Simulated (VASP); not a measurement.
Crystal: AlIn2As2P.

```
CELL_PARAMETERS angstrom
4.44052 0.00000 0.00000
0.00000 4.44052 0.00000
0.00000 0.00000 5.86231
ATOMIC_POSITIONS crystal
Al 0.00000 0.00000 0.00000
In 0.00000 0.50000 0.50000
In 0.50000 0.00000 0.50000
P 0.00000 0.00000 0.50000
As 0.50000 0.50000 0.77140
As 0.50000 0.50000 0.22860
```

* Program: VASP 6.6.1
* Task: relaxation of cell and atoms
* Functional: PBE
* Potentials or basis: VASP PAW PBE potentials, release 64 (Al, In_d, P, As)
* Cutoff: 600 eV
* k mesh: 4 × 4 × 4
* Occupations: gaussian, width 0.1 eV
* Spin: no spin polarisation

At the start: pressure 31.7 GPa; volume 19.27 Å³/atom.

Task: Where does the relaxation end?

Result: Over 10 steps the energy falls by 802.7 meV/atom and the volume is 24.98 Å³/atom (+29.7 %); space group P4/mmm (No. 123, to 0.05 Å).

The path:
| step | energy change (eV) | largest force (eV/Å) | pressure (GPa) | volume (Å³) |
| --- | --- | --- | --- | --- |
| 1 | 0.0000 | 2.2220 | 31.69 | 115.59 |
| 2 | -3.7270 | 0.2943 | -6.57 | 189.11 |
| 3 | -4.3134 | 0.2554 | -2.23 | 157.87 |
| 4 | -4.3157 | 0.2707 | -2.81 | 160.35 |
| 5 | -4.7399 | 0.3767 | -0.94 | 153.37 |
| 6 | -4.7752 | 0.8204 | -0.09 | 151.21 |
| 7 | -4.8145 | 0.0995 | -0.10 | 150.35 |
| 8 | -4.8157 | 0.0465 | -0.07 | 150.17 |
| 9 | -4.8157 | 0.0296 | -0.08 | 150.19 |
| 10 | -4.8160 | 0.0130 | 0.05 | 149.90 |

Final structure:
```cif
data_structure
_symmetry_space_group_name_H-M 'P 1'
_symmetry_Int_Tables_number 1
_cell_length_a 5.2751
_cell_length_b 5.2751
_cell_length_c 5.3870
_cell_angle_alpha 90.000
_cell_angle_beta 90.000
_cell_angle_gamma 90.000
_cell_volume 149.90
loop_
_atom_site_label
_atom_site_type_symbol
_atom_site_fract_x
_atom_site_fract_y
_atom_site_fract_z
_atom_site_occupancy
Al1 Al 0.00000 0.00000 0.00000 1
In1 In 0.00000 0.50000 0.50000 1
In2 In 0.50000 0.00000 0.50000 1
P1 P 0.00000 0.00000 0.50000 1
As1 As 0.50000 0.50000 0.77878 1
As2 As 0.50000 0.50000 0.22122 1
```

Caveat: the volume moved by over 15 % at a fixed basis, so the end points are rough.
